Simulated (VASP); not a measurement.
# Al2O3 (R-3c) in VASP: further runs

The runs below take Al2O3 through single point, with PBEsol.

Everything below comes from runs of VASP 6.6.1. Logs are shortened: lines on timing, memory, paths and dates and some standing lists are left out, and cuts for length are marked.

**Experimental background.**

“Multi-petahertz electron interference in Cr:Al2O3 solid-state material”, 2018, pmc:5906618 quotes, for a bulk crystal of Al2O3: band gap 8.7 eV (optical).

The runs below are set against these values where they give the same quantity.

## (1) The cell of the first run

The structure is trigonal, space group R-3c (No. 167). The conventional cell has a = 4.761 Å, b = 4.761 Å, c = 12.996 Å, α = 90.00°, β = 90.00°, γ = 120.00°. Within 2.5 Å of Al (site symmetry 3) lie 6 O at 1.85 to 1.97 Å. O (site symmetry 2) has 4 Al at 1.85 to 1.97 Å and 12 O at 2.53 to 2.86 Å within 2.9 Å.

## (2) Single point, PBEsol

Contents of INCAR:

```
SYSTEM = Al2O3
PREC = Accurate
ENCUT = 520
EDIFF = 1E-6
ISMEAR = 0
SIGMA = 0.01
LREAL = .False.
LASPH = .True.
NELM = 100
ALGO = Normal
ISIF = 2
LWAVE = .False.
LCHARG = .False.
GGA = PS
NBANDS = 35
```

Contents of KPOINTS:

```
regular mesh
0
Gamma
  6 6 6
  0 0 0
```

Contents of POSCAR:

```
Al2O3
1.0
    2.3802500000      1.3742379800      4.3318666700
   -2.3802500000      1.3742379800      4.3318666700
    0.0000000000     -2.7484759600      4.3318666700
Al O
4 6
Direct
    0.3521600000      0.3521600000      0.3521600000
    0.1478400000      0.1478400000      0.1478400000
    0.6478400000      0.6478400000      0.6478400000
    0.8521600000      0.8521600000      0.8521600000
    0.5566800000      0.9433200000      0.2500000000
    0.2500000000      0.5566800000      0.9433200000
    0.9433200000      0.2500000000      0.5566800000
    0.4433200000      0.0566800000      0.7500000000
    0.7500000000      0.4433200000      0.0566800000
    0.0566800000      0.7500000000      0.4433200000
```

Potentials or basis: VASP PAW PBE potentials, release 64 (Al, O).

Launch:

```bash
$ cat potpaw_PBE.64/Al/POTCAR potpaw_PBE.64/O/POTCAR > POTCAR
$ mpirun -np 1 vasp_std > vasp.out
```

OUTCAR:

```text
SYSTEM = Al2O3
   PREC = Accurate
   ENCUT = 520
   EDIFF = 1E-6
   ISMEAR = 0
   LREAL = .False.
   LASPH = .True.
   NELM = 100
   ISIF = 2
   GGA = PS

 ion  position               nearest neighbor table
   1  0.352  0.352  0.352-  10 1.85   8 1.85   9 1.85   5 1.97   7 1.97   6 1.97   2 2.66   3 2.79
                             3 2.79   3 2.79   2 3.22   2 3.22   2 3.22
   2  0.148  0.148  0.148-   9 1.85   8 1.85  10 1.85   5 1.97   7 1.97   6 1.97   1 2.66   4 2.79
                             4 2.79   4 2.79   1 3.22   1 3.22   1 3.22
   3  0.648  0.648  0.648-   7 1.85   5 1.85   6 1.85   8 1.97   9 1.97  10 1.97   4 2.66   1 2.79
                             1 2.79   1 2.79   4 3.22   4 3.22   4 3.22
   4  0.852  0.852  0.852-   6 1.85   5 1.85   7 1.85   8 1.97   9 1.97  10 1.97   3 2.66   2 2.79
                             2 2.79   2 2.79   3 3.22   3 3.22   3 3.22
   5  0.557  0.943  0.250-   3 1.85   4 1.85   1 1.97   2 1.97
   6  0.250  0.557  0.943-   4 1.85   3 1.85   1 1.97   2 1.97
   7  0.943  0.250  0.557-   3 1.85   4 1.85   1 1.97   2 1.97
   8  0.443  0.057  0.750-   1 1.85   2 1.85   3 1.97   4 1.97
   9  0.750  0.443  0.057-   2 1.85   1 1.85   3 1.97   4 1.97
  10  0.057  0.750  0.443-   1 1.85   2 1.85   3 1.97   4 1.97

  LATTYP: Found a trigonal (rhomboedric) cell.
 ALAT       =     5.1302230882
 COS(alpha) =     0.5694707701

  Lattice vectors:

 A1 = (   2.3802500000,   1.3742379800,   4.3318666700)
 A2 = (  -2.3802500000,   1.3742379800,   4.3318666700)
 A3 = (   0.0000000000,  -2.7484759600,   4.3318666700)

Analysis of symmetry for initial positions (statically):
=====================================================================
 Subroutine PRICEL returns:
 Original cell was already a primitive cell.

 Routine SETGRP: Setting up the symmetry group for a
 trigonal (rhombohedral) supercell.

 Subroutine GETGRP returns: Found 12 space group operations
 (whereof  6 operations were pure point group operations)
 out of a pool of 12 trial point group operations.

The static configuration has the point symmetry S_6 .
 The point group associated with its full space group is D_3d.

Analysis of symmetry for dynamics (positions and initial velocities):
=====================================================================
 Subroutine PRICEL returns:
 Original cell was already a primitive cell.

 Routine SETGRP: Setting up the symmetry group for a
 trigonal (rhombohedral) supercell.

 Subroutine GETGRP returns: Found 12 space group operations
 (whereof  6 operations were pure point group operations)
 out of a pool of 12 trial point group operations.

The dynamic configuration has the point symmetry S_6 .
 The point group associated with its full space group is D_3d.

 Subroutine INISYM returns: Found 12 space group operations
 (whereof  6 operations are pure point group operations),
 and found     1 'primitive' translations

----------------------------------------------------------------------------------------

                                     Primitive cell

  volume of cell :      85.0180

  direct lattice vectors                    reciprocal lattice vectors
     2.380250000  1.374237980  4.331866670     0.210061968  0.121279334  0.076949121
    -2.380250000  1.374237980  4.331866670    -0.210061968  0.121279334  0.076949121
     0.000000000 -2.748475960  4.331866670     0.000000000 -0.242558668  0.076949121

  length of vectors
     5.130223088  5.130223088  5.130223090     0.254471756  0.254471756  0.254471756

  position of ions in fractional coordinates (direct lattice)
     0.352160000  0.352160000  0.352160000
     0.147840000  0.147840000  0.147840000
     0.647840000  0.647840000  0.647840000
     0.852160000  0.852160000  0.852160000
     0.556680000  0.943320000  0.250000000
     0.250000000  0.556680000  0.943320000
     0.943320000  0.250000000  0.556680000
     0.443320000  0.056680000  0.750000000
     0.750000000  0.443320000  0.056680000
     0.056680000  0.750000000  0.443320000

  ion indices of the primitive-cell ions
   primitive index   ion index
                 1           1
                 2           2
                 3           3
                 4           4
                 5           5
                 6           6
                 7           7
                 8           8
                 9           9
                10          10

----------------------------------------------------------------------------------------

 KPOINTS: regular mesh

Automatic generation of k-mesh.
 Grid dimensions read from file:
 generate k-points for:    6    6    6

 Generating k-lattice:

  Cartesian coordinates                     Fractional coordinates (reciprocal lattice)
     0.035010328  0.020213222  0.012824854     0.166666667 -0.000000000  0.000000000
    -0.035010328  0.020213222  0.012824854    -0.000000000  0.166666667  0.000000000
     0.000000000 -0.040426445  0.012824854     0.000000000  0.000000000  0.166666667

  Length of vectors
     0.042411959  0.042411959  0.042411959

  Shift w.r.t. Gamma in fractional coordinates (k-lattice)
     0.000000000  0.000000000  0.000000000

 Subroutine IBZKPT returns following result:
 ===========================================

 Found     32 irreducible k-points:

 Following reciprocal coordinates:
            Coordinates               Weight
  0.000000  0.000000  0.000000      1.000000
  0.166667 -0.000000 -0.000000      6.000000
  0.333333  0.000000 -0.000000      6.000000
  0.500000  0.000000  0.000000      3.000000
  0.166667  0.166667 -0.000000      6.000000
  0.333333  0.166667  0.000000     12.000000
[... 16 lines left out ...]
  0.500000  0.500000  0.166667      6.000000
 -0.333333  0.500000  0.166667     12.000000
 [... further k-points ...]
   k-points           NKPTS =     32   k-points in BZ     NKDIM =     32   number of bands    NBANDS=     35
   number of dos      NEDOS =    301   number of ions     NIONS =     10
   total plane-waves  NPLWV =  64000
   dimension x,y,z NGX =    40 NGY =   40 NGZ =   40
   dimension x,y,z NGXF=    80 NGYF=   80 NGZF=   80
   ions per type =               4   6
   NGX,Y,Z   is equivalent  to a cutoff of  12.96, 12.96, 12.96 a.u.
   NGXF,Y,Z  is equivalent  to a cutoff of  25.92, 25.92, 25.92 a.u.
 SYSTEM =  Al2O3
   PREC   = accura    normal or accurate (medium, high low for compatibility)
   ISTART =      0    job   : 0-new  1-cont  2-samecut
   ICHARG =      2    charge: 1-file 2-atom 10-const
   ISPIN  =      1    spin polarized calculation?
   LNONCOLLINEAR =      F non collinear calculations
   LSORBIT =      F    spin-orbit coupling
   LASPH  =      T    aspherical Exc in radial PAW
   ENCUT  =  520.0 eV  38.22 Ry    6.18 a.u.   9.54  9.54  9.54*2*pi/ulx,y,z
   NELM   =    100;   NELMIN=  2; NELMDL= -5     # of ELM steps
   EDIFF  = 0.1E-05   stopping-criterion for ELM
   LREAL  =      F    real-space projection
   EDIFFG = 0.1E-04   stopping-criterion for IOM
   NSW    =      0    number of steps for IOM
   IBRION =     -1    ionic relax: 0-MD 1-quasi-New 2-CG
   NFREE  =      0    steps in history (QN), initial steepest desc. (CG)
   ISIF   =      2    stress and relaxation
   ISYM   =      2    0-nonsym 1-usesym 2-fastsym
   POTIM  = 0.5000    time-step for ionic-motion
   TEBEG  =    0.0;   TEEND  =   0.0 temperature during run
   PSTRESS=    0.0 pullay stress
   NELECT =      48.0000    total number of electrons
   NUPDOWN=      -1.0000    fix difference up-down
   EMIN   =  10.00;   EMAX   =-10.00  energy-range for DOS
   EFERMI =   0.00;   METHOD = LEGACY
   ISMEAR =     0;   SIGMA  =   0.01  broadening in eV -4-tet -1-fermi 0-gaus
   EFERMI_NEDOS =   21; number of points for ismear=-14 and -15
   IALGO  =     38    algorithm
   IMIX   =      4    mixing-type and parameters
     AMIX     =   0.40;   BMIX     =  1.00
     AMIX_MAG =   1.60;   BMIX_MAG =  1.00
  volume/ion in A,a.u.               =       8.50        57.37
  Fermi-wavevector in a.u.,A,eV,Ry     =   1.353064  2.556920 24.909299  1.830782
  Thomas-Fermi vector in A             =   2.480350
   LORBIT       =      0    0 simple, 1 ext, 2 COOP (PROOUT), +10 PAW based schemes
   GGA     = PS    functional components
   LHFCALC =     F    Hartree Fock is set to
   AEXX    =    0.0000 exact exchange contribution
   IVDW    =     0    specifies the selected vdW correction
   LEPSILON=     F    determine dielectric tensor
   LRPA    =     F    only Hartree local field effects (RPA)
 non-spin polarized calculation
 Gauss-broadening in eV      SIGMA  =   0.01
  energy-cutoff  :      520.00
  volume of cell :       85.02
 maximum number of plane-waves:      2308
 NGX is ok and might be reduce to    40
   NGX = 19   NGY = 19   NGZ = 19

 number of electron      48.0000013 magnetization

 Free energy of the ion-electron system (eV)
  ---------------------------------------------------
  ext. energy  EPLUGINS =         0.00000000
  ---------------------------------------------------
  free energy    TOTEN  =       -78.65841577 eV

  energy without entropy =      -78.65841577  energy(sigma->0) =      -78.65841577

 E-fermi :   6.1614     XC(G=0): -11.9420

 val. band max:        6.0381167734   @ k =   0.0000   0.0000   0.0000
 cond. band min:      12.1605564756   @ k =   0.0000   0.0000   0.0000
 fundamental gap:      6.1224397021
 Fermi energy:         6.1613524292

 k-point     1 :       0.0000    0.0000    0.0000
  band No.  band energies     occupation
      1     -13.1701      2.00000
      2     -10.7910      2.00000
      3     -10.5050      2.00000
      4     -10.5050      2.00000
      5     -10.1852      2.00000
      6     -10.1852      2.00000
[... 27 lines left out ...]
     34      19.5150      0.00000
     35      20.5206      0.00000
[... 843 lines left out ...]
      5     -10.3755      2.00000
      6     -10.1627      2.00000
[... 27 lines left out ...]
     34      19.2811      0.00000
     35      19.4498      0.00000

 [... further k-points ...]

------------------------ aborting loop because EDIFF is reached ----------------------------------------

  FORCE on cell =-STRESS in cart. coord.  units (eV):
  Direction    XX          YY          ZZ          XY          YZ          ZX
  --------------------------------------------------------------------------------------
  -------------------------------------------------------------------------------------
  Total        1.0826968      1.0826969      0.7000757      0.0000000      0.0000000      0.0000000
  in kB       20.4035907     20.4035907     13.1930357      0.0000000      0.0000000      0.0000000
  external PRESSURE =      18.0000724 kB  Pullay stress =       0.0000000 kB

 VOLUME and BASIS-vectors are now :
 -----------------------------------------------------------------------------
  energy-cutoff  :      520.00
  volume of cell :       85.02
      direct lattice vectors                 reciprocal lattice vectors
     2.380250000  1.374237980  4.331866670     0.210061968  0.121279334  0.076949121
    -2.380250000  1.374237980  4.331866670    -0.210061968  0.121279334  0.076949121
     0.000000000 -2.748475960  4.331866670     0.000000000 -0.242558668  0.076949121

 POSITION                                       TOTAL-FORCE (eV/Angst)
 -----------------------------------------------------------------------------------
      0.00000      0.00000      4.57653         0.000000      0.000000     -0.049879
      0.00000      0.00000      1.92127         0.000000      0.000000      0.049879
      0.00000      0.00000      8.41907         0.000000      0.000000      0.049879
      0.00000      0.00000     11.07433         0.000000      0.000000     -0.049879
     -0.92030      1.37424      7.58077        -0.087029      0.000000      0.000000
     -0.72998     -1.48412      7.58077         0.043514     -0.075369      0.000000
      1.65027      0.10988      7.58077         0.043514      0.075369      0.000000
      0.92030     -1.37424      5.41483         0.087029      0.000000      0.000000
      0.72998      1.48412      5.41483        -0.043514      0.075369      0.000000
     -1.65027     -0.10988      5.41483        -0.043514     -0.075369      0.000000
 -----------------------------------------------------------------------------------
    total drift:                               -0.000000      0.000000     -0.000000

  FREE ENERGIE OF THE ION-ELECTRON SYSTEM (eV)
  ---------------------------------------------------
  free  energy   TOTEN  =       -78.6584157729 eV

  energy  without entropy=      -78.6584157729  energy(sigma->0) =      -78.65841577
```

It took 3.8 min on 1 thread of Intel Xeon 8259CL, shared host; peak memory 0.26 GiB.

Results:

```
Free energy            : -78.6584 eV
Pressure               : 1.8 GPa
Largest force          : 0.087 eV/Å
Band gap on the k mesh : 6.12 eV
```

Forces in eV/Å, atoms in the order of the input:
```
Al   0.000  0.000 -0.050
Al   0.000  0.000  0.050
Al   0.000  0.000  0.050
Al   0.000  0.000 -0.050
O   -0.087  0.000  0.000
O    0.044 -0.075  0.000
O    0.044  0.075  0.000
O    0.087  0.000  0.000
O   -0.044  0.075  0.000
O   -0.044 -0.075  0.000
```

Stress tensor (GPa, compression positive):
```
2.04 0.00 0.00
0.00 2.04 0.00
0.00 0.00 1.32
```

Caveat: the PAW data sets were made with another functional, which shifts forces and pressure a little.

## (3) Single point, PBEsol

This run uses another cell than the first one, of 8.56 Å³/atom.

Contents of INCAR:

```
SYSTEM = Al2O3
ALGO     = Normal         ! electronic algorithm
EDIFF    = 1E-6           ! SCF threshold, eV
ENCUT    = 520            ! plane-wave cutoff, eV
GGA      = PS             ! functional
ISIF     = 2              ! what is computed and relaxed
ISMEAR   = 0              ! smearing method
LASPH    = .True.         ! aspherical terms in the spheres
LCHARG   = .True.         ! write CHGCAR
LELF     = .True.         ! ELF
LREAL    = .False.        ! projectors in reciprocal space
LVHAR    = .True.       
LWAVE    = .False.        ! write WAVECAR
NBANDS   = 35             ! bands
NELM     = 60             ! most SCF steps
PREC     = Accurate       ! precision mode
SIGMA    = 0.01           ! smearing width, eV
```

Contents of KPOINTS:

```
k-points
0
Gamma
  6 6 6
  0 0 0
```

Contents of POSCAR:

```
Al2O3
1.0
    2.3858844297      1.3774910178      4.3421208835
   -2.3858844297      1.3774910178      4.3421208835
    0.0000000000     -2.7549820355      4.3421208835
Al O
4 6
Direct
    0.3520342083      0.3520342083      0.3520342083
    0.1479657917      0.1479657917      0.1479657917
    0.6479657917      0.6479657917      0.6479657917
    0.8520342083      0.8520342083      0.8520342083
    0.5558997418      0.9441002582      0.2500000000
    0.2500000000      0.5558997418      0.9441002582
    0.9441002582      0.2500000000      0.5558997418
    0.4441002582      0.0558997418      0.7500000000
    0.7500000000      0.4441002582      0.0558997418
    0.0558997418      0.7500000000      0.4441002582
```

Potentials or basis: VASP PAW PBE potentials, release 64 (Al, O).

Launch:

```bash
$ cat potpaw_PBE.64/Al/POTCAR potpaw_PBE.64/O/POTCAR > POTCAR
$ mpirun -np 1 vasp_std > vasp.out
```

Run time: 3.9 min. Hardware: 1 thread of Intel Xeon 8259CL, shared host; peak memory 0.26 GiB.

Results (log left out):

| Quantity | Value |
| --- | --- |
| Free energy | -78.6642 eV |
| Pressure | 0.1 GPa |
| Largest force | 0.005 eV/Å |
| Band gap on the k mesh | 6.05 eV |

Forces in eV/Å, atoms in the order of the input:
```
Al   0.000  0.000 -0.002
Al   0.000  0.000  0.002
Al   0.000  0.000  0.002
Al   0.000  0.000 -0.002
O   -0.005  0.000  0.000
O    0.002 -0.004  0.000
O    0.002  0.004  0.000
O    0.005  0.000  0.000
O   -0.002  0.004  0.000
O   -0.002 -0.004  0.000
```

Stress tensor (GPa, compression positive):
```
 0.26  0.00  0.00
 0.00  0.26  0.00
 0.00  0.00 -0.31
```

Levels at points of the mesh, in eV from the valence-band top:
```csv
k point,band 22,band 23,band 24,band 25,band 26,band 27
"(0.00, 0.00, 0.00)",-0.03,-0.03,0.00,6.05,8.93,10.60
"(0.50, 0.00, 0.00)",-0.90,-0.26,-0.26,9.27,9.27,9.48
"(0.50, 0.50, 0.00)",-0.90,-0.74,-0.24,9.43,9.55,9.75
"(0.50, 0.50, 0.50)",-0.36,-0.36,-0.36,8.49,8.49,10.91
```

Caveat: the PAW data sets were made with another functional, which shifts forces and pressure a little.

## (4) Comparison with measurements

Step 3. A measured gap of Al2O3 is 8.7 eV (optical; quoted in “Multi-petahertz electron interference in Cr:Al2O3 solid-state material”, 2018, pmc:5906618); the calculated 6.05 eV misses it by -2.65 eV. The value is that of PBEsol on a finite k mesh, which can miss the band edges, without temperature or zero-point motion. Semilocal functionals fall short of measured gaps as a rule.
